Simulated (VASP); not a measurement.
# CsSnI3 (Pm-3m) in VASP: single point with PBE

Aim: the single point of CsSnI3 with PBE.

Program: VASP 6.6.1. These are calculated values, not measurements. Logs are shortened: lines on timing, memory, paths and dates and some standing lists are left out, and cuts for length are marked.

## 1. The cell of the first run

Symmetry: Pm-3m, No. 221, cubic system. Conventional cell: a = 6.206 Å, b = 6.206 Å, c = 6.206 Å, α = 90.00°, β = 90.00°, γ = 90.00°. Cs (site symmetry m-3m) has 12 I at 4.39 Å and 8 Sn at 5.37 Å within 5.8 Å. Sn (site symmetry m-3m) has 6 I at 3.10 Å within 4.1 Å. I (site symmetry 4/mmm) has 2 Sn at 3.10 Å within 4.1 Å.

## 2. Single point, PBE

File INCAR:

```
SYSTEM = CsSnI3
  PREC = Accurate
  ENCUT = 520
  EDIFF = 1E-6
  ISMEAR = 0
  SIGMA = 0.01
  LREAL = .False.
  LASPH = .True.
  NELM = 100
  ALGO = Normal
  ISIF = 2
  LWAVE = .False.
  LCHARG = .False.
  GGA = PE
  NBANDS = 30
```

File KPOINTS:

```
Automatic mesh
0
Gamma
  8 8 8
  0 0 0
```

File POSCAR:

```
CsSnI3
1.0
    6.2057000000      0.0000000000      0.0000000000
    0.0000000000      6.2057000000      0.0000000000
    0.0000000000      0.0000000000      6.2057000000
Cs Sn I
1 1 3
Direct
    0.0000000000      0.0000000000      0.0000000000
    0.5000000000      0.5000000000      0.5000000000
    0.0000000000      0.5000000000      0.5000000000
    0.5000000000      0.0000000000      0.5000000000
    0.5000000000      0.5000000000      0.0000000000
```

Potentials or basis: VASP PAW PBE potentials, release 64 (Cs_sv, Sn_d, I).

Command:

```
$ cat potpaw_PBE.64/Cs_sv/POTCAR potpaw_PBE.64/Sn_d/POTCAR potpaw_PBE.64/I/POTCAR > POTCAR
$ mpirun -np 1 vasp_std > vasp.out
```

OUTCAR:

```text
SYSTEM = CsSnI3
   PREC = Accurate
   ENCUT = 520
   EDIFF = 1E-6
   ISMEAR = 0
   LREAL = .False.
   LASPH = .True.
   NELM = 100
   ISIF = 2
   GGA = PE

 ion  position               nearest neighbor table
   1  0.000  0.000  0.000-
   2  0.500  0.500  0.500-   3 3.10   4 3.10   5 3.10   5 3.10   4 3.10   3 3.10
   3  0.000  0.500  0.500-   2 3.10   2 3.10
   4  0.500  0.000  0.500-   2 3.10   2 3.10
   5  0.500  0.500  0.000-   2 3.10   2 3.10

  LATTYP: Found a simple cubic cell.
 ALAT       =     6.2057000000

  Lattice vectors:

 A1 = (   6.2057000000,   0.0000000000,   0.0000000000)
 A2 = (   0.0000000000,   6.2057000000,   0.0000000000)
 A3 = (   0.0000000000,   0.0000000000,   6.2057000000)

Analysis of symmetry for initial positions (statically):
=====================================================================
 Subroutine PRICEL returns:
 Original cell was already a primitive cell.

 Routine SETGRP: Setting up the symmetry group for a
 simple cubic supercell.

 Subroutine GETGRP returns: Found 48 space group operations
 (whereof 48 operations were pure point group operations)
 out of a pool of 48 trial point group operations.

The static configuration has the point symmetry O_h .

Analysis of symmetry for dynamics (positions and initial velocities):
=====================================================================
 Subroutine PRICEL returns:
 Original cell was already a primitive cell.

 Routine SETGRP: Setting up the symmetry group for a
 simple cubic supercell.

 Subroutine GETGRP returns: Found 48 space group operations
 (whereof 48 operations were pure point group operations)
 out of a pool of 48 trial point group operations.

The dynamic configuration has the point symmetry O_h .

 Subroutine INISYM returns: Found 48 space group operations
 (whereof 48 operations are pure point group operations),
 and found     1 'primitive' translations

----------------------------------------------------------------------------------------

                                     Primitive cell

  volume of cell :     238.9859

  direct lattice vectors                    reciprocal lattice vectors
     6.205700000  0.000000000  0.000000000     0.161142176  0.000000000  0.000000000
     0.000000000  6.205700000  0.000000000     0.000000000  0.161142176  0.000000000
     0.000000000  0.000000000  6.205700000     0.000000000  0.000000000  0.161142176

  length of vectors
     6.205700000  6.205700000  6.205700000     0.161142176  0.161142176  0.161142176

  position of ions in fractional coordinates (direct lattice)
     0.000000000  0.000000000  0.000000000
     0.500000000  0.500000000  0.500000000
     0.000000000  0.500000000  0.500000000
     0.500000000  0.000000000  0.500000000
     0.500000000  0.500000000  0.000000000

  ion indices of the primitive-cell ions
   primitive index   ion index
                 1           1
                 2           2
                 3           3
                 4           4
                 5           5

----------------------------------------------------------------------------------------

 KPOINTS: Automatic mesh

Automatic generation of k-mesh.
 Grid dimensions read from file:
 generate k-points for:    8    8    8

 Generating k-lattice:

  Cartesian coordinates                     Fractional coordinates (reciprocal lattice)
     0.020142772  0.000000000  0.000000000     0.125000000  0.000000000  0.000000000
     0.000000000  0.020142772  0.000000000     0.000000000  0.125000000  0.000000000
     0.000000000  0.000000000  0.020142772     0.000000000  0.000000000  0.125000000

  Length of vectors
     0.020142772  0.020142772  0.020142772

  Shift w.r.t. Gamma in fractional coordinates (k-lattice)
     0.000000000  0.000000000  0.000000000

 Subroutine IBZKPT returns following result:
 ===========================================

 Found     35 irreducible k-points:

 Following reciprocal coordinates:
            Coordinates               Weight
  0.000000  0.000000  0.000000      1.000000
  0.125000  0.000000  0.000000      6.000000
  0.250000  0.000000  0.000000      6.000000
  0.375000  0.000000  0.000000      6.000000
  0.500000  0.000000  0.000000      3.000000
  0.125000  0.125000  0.000000     12.000000
[... 16 lines left out ...]
  0.375000  0.375000  0.125000     24.000000
  0.500000  0.375000  0.125000     24.000000
 [... further k-points ...]
   k-points           NKPTS =     35   k-points in BZ     NKDIM =     35   number of bands    NBANDS=     30
   number of dos      NEDOS =    301   number of ions     NIONS =      5
   total plane-waves  NPLWV = 110592
   dimension x,y,z NGX =    48 NGY =   48 NGZ =   48
   dimension x,y,z NGXF=    96 NGYF=   96 NGZF=   96
   ions per type =               1   1   3
   NGX,Y,Z   is equivalent  to a cutoff of  12.86, 12.86, 12.86 a.u.
   NGXF,Y,Z  is equivalent  to a cutoff of  25.72, 25.72, 25.72 a.u.
 SYSTEM =  CsSnI3
   PREC   = accura    normal or accurate (medium, high low for compatibility)
   ISTART =      0    job   : 0-new  1-cont  2-samecut
   ICHARG =      2    charge: 1-file 2-atom 10-const
   ISPIN  =      1    spin polarized calculation?
   LNONCOLLINEAR =      F non collinear calculations
   LSORBIT =      F    spin-orbit coupling
   LASPH  =      T    aspherical Exc in radial PAW
   ENCUT  =  520.0 eV  38.22 Ry    6.18 a.u.  11.54 11.54 11.54*2*pi/ulx,y,z
   NELM   =    100;   NELMIN=  2; NELMDL= -5     # of ELM steps
   EDIFF  = 0.1E-05   stopping-criterion for ELM
   LREAL  =      F    real-space projection
   EDIFFG = 0.1E-04   stopping-criterion for IOM
   NSW    =      0    number of steps for IOM
   IBRION =     -1    ionic relax: 0-MD 1-quasi-New 2-CG
   NFREE  =      0    steps in history (QN), initial steepest desc. (CG)
   ISIF   =      2    stress and relaxation
   ISYM   =      2    0-nonsym 1-usesym 2-fastsym
   POTIM  = 0.5000    time-step for ionic-motion
   TEBEG  =    0.0;   TEEND  =   0.0 temperature during run
   PSTRESS=    0.0 pullay stress
   NELECT =      44.0000    total number of electrons
   NUPDOWN=      -1.0000    fix difference up-down
   EMIN   =  10.00;   EMAX   =-10.00  energy-range for DOS
   EFERMI =   0.00;   METHOD = LEGACY
   ISMEAR =     0;   SIGMA  =   0.01  broadening in eV -4-tet -1-fermi 0-gaus
   EFERMI_NEDOS =   21; number of points for ismear=-14 and -15
   IALGO  =     38    algorithm
   IMIX   =      4    mixing-type and parameters
     AMIX     =   0.40;   BMIX     =  1.00
     AMIX_MAG =   1.60;   BMIX_MAG =  1.00
  volume/ion in A,a.u.               =      47.80       322.55
  Fermi-wavevector in a.u.,A,eV,Ry     =   0.931326  1.759950 11.801253  0.867368
  Thomas-Fermi vector in A             =   2.057807
   LORBIT       =      0    0 simple, 1 ext, 2 COOP (PROOUT), +10 PAW based schemes
   GGA     = PE    functional components
   LHFCALC =     F    Hartree Fock is set to
   AEXX    =    0.0000 exact exchange contribution
   IVDW    =     0    specifies the selected vdW correction
   LEPSILON=     F    determine dielectric tensor
   LRPA    =     F    only Hartree local field effects (RPA)
 non-spin polarized calculation
 Gauss-broadening in eV      SIGMA  =   0.01
  energy-cutoff  :      520.00
  volume of cell :      238.99
 maximum number of plane-waves:      6488
 NGX is ok and might be reduce to    48
   NGX = 23   NGY = 23   NGZ = 23

 number of electron      43.9999983 magnetization

 Free energy of the ion-electron system (eV)
  ---------------------------------------------------
  ext. energy  EPLUGINS =         0.00000000
  ---------------------------------------------------
  free energy    TOTEN  =       -14.02087392 eV

  energy without entropy =      -14.02087392  energy(sigma->0) =      -14.02087392

 E-fermi :   3.0107     XC(G=0):  -7.5242

 val. band max:        2.9150054096   @ k =   0.5000   0.5000   0.5000
 cond. band min:       3.2251647646   @ k =   0.5000   0.5000   0.5000
 fundamental gap:      0.3101593550
 Fermi energy:         3.0106848757

 k-point     1 :       0.0000    0.0000    0.0000
  band No.  band energies     occupation
      1     -19.4300      2.00000
      2     -19.2126      2.00000
      3     -19.2126      2.00000
      4     -19.1925      2.00000
      5     -19.1925      2.00000
      6     -19.1925      2.00000
[... 22 lines left out ...]
     29       7.5988      0.00000
     30       7.5988      0.00000

 k-point     2 :       0.1250    0.0000    0.0000
  band No.  band energies     occupation
      1     -19.4299      2.00000
      2     -19.2126      2.00000
      3     -19.2124      2.00000
      4     -19.1925      2.00000
      5     -19.1925      2.00000
      6     -19.1925      2.00000
[... 22 lines left out ...]
     29       6.9949      0.00000
     30       7.5556      0.00000

 k-point     3 :       0.2500    0.0000    0.0000
  band No.  band energies     occupation
      1     -19.4298      2.00000
      2     -19.2126      2.00000
      3     -19.2119      2.00000
      4     -19.1925      2.00000
      5     -19.1925      2.00000
      6     -19.1925      2.00000
[... 22 lines left out ...]
     29       6.8240      0.00000
     30       7.5082      0.00000

 k-point     4 :       0.3750    0.0000    0.0000
  band No.  band energies     occupation
      1     -19.4297      2.00000
      2     -19.2126      2.00000
      3     -19.2113      2.00000
      4     -19.1926      2.00000
      5     -19.1926      2.00000
      6     -19.1925      2.00000
[... 616 lines left out ...]
     29       7.5887      0.00000
     30       7.7318      0.00000

 k-point    23 :       0.3750    0.3750    0.1250
  band No.  band energies     occupation
      1     -19.4293      2.00000
      2     -19.2117      2.00000
      3     -19.2106      2.00000
      4     -19.1927      2.00000
      5     -19.1926      2.00000
      6     -19.1926      2.00000
[... 22 lines left out ...]
     29       7.5018      0.00000
     30       7.9464      0.00000

 k-point    24 :       0.5000    0.3750    0.1250
  band No.  band energies     occupation
      1     -19.4292      2.00000
      2     -19.2117      2.00000
      3     -19.2105      2.00000
      4     -19.1928      2.00000
      5     -19.1926      2.00000
      6     -19.1926      2.00000
[... 22 lines left out ...]
     29       7.5924      0.00000
     30       7.6827      0.00000

 [... further k-points ...]

------------------------ aborting loop because EDIFF is reached ----------------------------------------

  FORCE on cell =-STRESS in cart. coord.  units (eV):
  Direction    XX          YY          ZZ          XY          YZ          ZX
  --------------------------------------------------------------------------------------
  -------------------------------------------------------------------------------------
  Total        0.9086929      0.9086929      0.9086929     -0.0000000     -0.0000000      0.0000000
  in kB        6.0919367      6.0919367      6.0919367     -0.0000000     -0.0000000      0.0000000
  external PRESSURE =       6.0919367 kB  Pullay stress =       0.0000000 kB

 VOLUME and BASIS-vectors are now :
 -----------------------------------------------------------------------------
  energy-cutoff  :      520.00
  volume of cell :      238.99
      direct lattice vectors                 reciprocal lattice vectors
     6.205700000  0.000000000  0.000000000     0.161142176  0.000000000  0.000000000
     0.000000000  6.205700000  0.000000000     0.000000000  0.161142176  0.000000000
     0.000000000  0.000000000  6.205700000     0.000000000  0.000000000  0.161142176

 POSITION                                       TOTAL-FORCE (eV/Angst)
 -----------------------------------------------------------------------------------
      0.00000      0.00000      0.00000         0.000000      0.000000      0.000000
      3.10285      3.10285      3.10285         0.000000      0.000000      0.000000
      0.00000      3.10285      3.10285         0.000000      0.000000      0.000000
      3.10285      0.00000      3.10285         0.000000      0.000000      0.000000
      3.10285      3.10285      0.00000         0.000000      0.000000      0.000000
 -----------------------------------------------------------------------------------
    total drift:                                0.000000     -0.000000     -0.000000

  FREE ENERGIE OF THE ION-ELECTRON SYSTEM (eV)
  ---------------------------------------------------
  free  energy   TOTEN  =       -14.0208739170 eV

  energy  without entropy=      -14.0208739170  energy(sigma->0) =      -14.02087392
```

Wall time 5.5 min (1 thread of AMD EPYC 7R13, shared host); peak memory 0.46 GiB.

What came out:

- Free energy: -14.0209 eV
- Pressure: 0.6 GPa
- Band gap on the k mesh: 0.31 eV

Levels at points of the mesh, in eV from the valence-band top:
| k point | band 19 | band 20 | band 21 | band 22 | band 23 | band 24 | band 25 | band 26 |
| --- | --- | --- | --- | --- | --- | --- | --- | --- |
| (0.00, 0.00, 0.00) | -2.37 | -2.21 | -2.21 | -2.21 | 2.15 | 3.08 | 3.08 | 3.41 |
| (0.50, 0.00, 0.00) | -2.53 | -2.33 | -2.33 | -1.59 | 1.08 | 3.70 | 3.89 | 4.16 |
| (0.50, 0.50, 0.00) | -2.68 | -2.56 | -1.79 | -0.79 | 0.76 | 0.76 | 3.96 | 4.17 |
| (0.50, 0.50, 0.50) | -1.77 | -1.77 | -1.77 | 0.00 | 0.31 | 0.31 | 0.31 | 2.96 |

Caveat: spin-orbit coupling is left out, which moves the levels of the heavy elements.
